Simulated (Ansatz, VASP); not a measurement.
**AgBr: VASP beside Ansatz**

The input POSCAR:

```
AgBr
1.0
    0.0000000000      2.8927333264      2.8927333264
    2.8927333264      0.0000000000      2.8927333264
    2.8927333264      2.8927333264      0.0000000000
Ag Br
1 1
Direct
    0.0000000000      0.0000000000      0.0000000000
    0.5000000000      0.5000000000      0.5000000000
```

INCAR.step1

```
SYSTEM = AgBr
PREC     = Accurate       ! precision mode
ENCUT    = 400            ! plane-wave cutoff, eV
EDIFF    = 1E-5           ! SCF threshold, eV
ISMEAR   = 0              ! smearing method
SIGMA    = 0.01           ! smearing width, eV
LREAL    = .False.        ! projectors in reciprocal space
LASPH    = .True.         ! aspherical terms in the spheres
NELM     = 120            ! most SCF steps
ALGO     = Normal         ! electronic algorithm
ISIF     = 2              ! what is computed and relaxed
LWAVE    = .True.         ! write WAVECAR
LCHARG   = .False.        ! write CHGCAR
GGA      = PE             ! functional
NBANDS   = 16             ! bands
GGA_COMPAT= .False.
```

File INCAR.step2:

```
SYSTEM = AgBr
PREC     = Accurate       ! precision mode
ENCUT    = 400            ! plane-wave cutoff, eV
EDIFF    = 1E-6           ! SCF threshold, eV
ISMEAR   = 0              ! smearing method
SIGMA    = 0.01           ! smearing width, eV
LREAL    = .False.        ! projectors in reciprocal space
LASPH    = .True.         ! aspherical terms in the spheres
NELM     = 120            ! most SCF steps
ALGO     = Normal         ! electronic algorithm
ISIF     = 2              ! what is computed and relaxed
LWAVE    = .False.        ! write WAVECAR
LCHARG   = .False.        ! write CHGCAR
GGA      = PE             ! functional
LHFCALC  = .True.         ! exact exchange
HFSCREEN = 0.2079         ! screening, 1/A
PRECFOCK = Normal       
ISTART   = 1            
NBANDS   = 16             ! bands
GGA_COMPAT= .False.
```

KPOINTS

```
regular mesh
0
Gamma
  4 4 4
  0 0 0
```

Input for Ansatz:

```yaml
crystal:
  lattice:
    - [0.0, 2.8927333264, 2.8927333264]
    - [2.8927333264, 0.0, 2.8927333264]
    - [2.8927333264, 2.8927333264, 0.0]
  atoms:
    - { symbol: Ag, position: [0.0, 0.0, 0.0] }
    - { symbol: Br, position: [0.5, 0.5, 0.5] }
kpoints:
  mp_grid: { grid: [4, 4, 4] }
hamiltonian:
  xc: hse06
scf:
  occupations: { method: fixed }
  n_extra_bands: 4
output:
  forces: true
  stress: true
  eigenvalues: true
```

Alike in both runs: task single point; functional HSE06; k mesh 4 × 4 × 4; no spin polarisation.

|  | VASP | Ansatz |
| --- | --- | --- |
| version | VASP 6.6.1 | Ansatz 0.2.0 |
| potentials or method | VASP PAW PBE potentials, release 64 (Ag, Br) | plane waves, PAW |
| plane-wave cutoff (eV) | 400 | 420 |
| occupations | gaussian, width 0.01 eV | fixed |
| valence electrons in the cell | 18 | 26 |

Ansatz gave:

- gap on the k mesh at the Fermi level (eV): 2.04
- pressure (GPa): 1.1

Q: Estimate VASP's values.

A: gap on the k mesh at the Fermi level (eV): 2.02; pressure (GPa): 0.8.

VASP's potentials hold 18 valence electrons a cell and Ansatz's 26, so a difference there can come from the potentials and not from the codes. Ansatz's warnings: stress exchange threshold loose, stress scf threshold loose.

The k mesh is coarse, so the values compare programs but aren't converged.
